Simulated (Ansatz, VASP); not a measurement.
GaP: VASP beside Ansatz

The input INCAR:

```
SYSTEM = GaP
PREC = Accurate
ENCUT = 500
EDIFF = 1E-6
ISMEAR = 0
SIGMA = 0.02
LREAL = .False.
LASPH = .True.
NELM = 120
ALGO = Normal
ISIF = 2
LWAVE = .False.
LCHARG = .False.
GGA = PS
NBANDS = 16
GGA_COMPAT = .False.
```

Contents of KPOINTS:

```
Automatic mesh
0
Gamma
  6 6 6
  0 0 0
```

POSCAR

```
GaP
1.0
    0.0000000000      2.7192251024      2.7192251024
    2.7192251024      0.0000000000      2.7192251024
    2.7192251024      2.7192251024      0.0000000000
Ga P
1 1
Direct
    0.0000000000      0.0000000000      0.0000000000
    0.2500000000      0.2500000000      0.2500000000
```

Input for Ansatz:

```yaml
crystal:
  lattice:
    - [0.0, 2.7192251024, 2.7192251024]
    - [2.7192251024, 0.0, 2.7192251024]
    - [2.7192251024, 2.7192251024, 0.0]
  atoms:
    - { symbol: Ga, position: [0.0, 0.0, 0.0] }
    - { symbol: P, position: [0.25, 0.25, 0.25] }
basis:
  ecutwfc: 420
kpoints:
  mp_grid: { grid: [6, 6, 6] }
  band_path:
    path:
      - [0.0, 0.0, 0.0]
      - [-0.5, -0.5, 0.0]
      - [-0.375, -0.375, 0.25]
      - [-0.375, 0.0, 0.375]
      - [0.0, 0.0, 0.5]
      - [-0.5, -0.25, 0.25]
      - [0.0, 0.429687, 0.429688]
    npoints: 1
hamiltonian:
  xc: pbesol
scf:
  occupations: { method: gaussian, width: 0.02 }
  n_extra_bands: 4
output:
  forces: true
  stress: true
  eigenvalues: true
```

Alike in both runs: task single point; functional PBEsol; k mesh 6 × 6 × 6; occupations gaussian, width 0.02 eV; no spin polarisation.

|  | VASP | Ansatz |
| --- | --- | --- |
| version | VASP 6.6.1 | Ansatz 0.2.0 |
| potentials or method | VASP PAW PBE potentials, release 64 (Ga_d, P), cutoff 500 eV | scalar-relativistic, plane waves, PAW |
| valence electrons in the cell | 18 | 18 |

Ansatz gave:

```
gap on the k mesh at the Fermi level (eV) : 1.50
least direct gap on the mesh (eV)         : 1.80
pressure (GPa)                            : 0.0
```

Question: Estimate VASP's values.

Answer: gap on the k mesh at the Fermi level (eV): 1.50; least direct gap on the mesh (eV): 1.80; pressure (GPa): -0.1.

VASP's potentials were made for PBE, not for PBEsol.
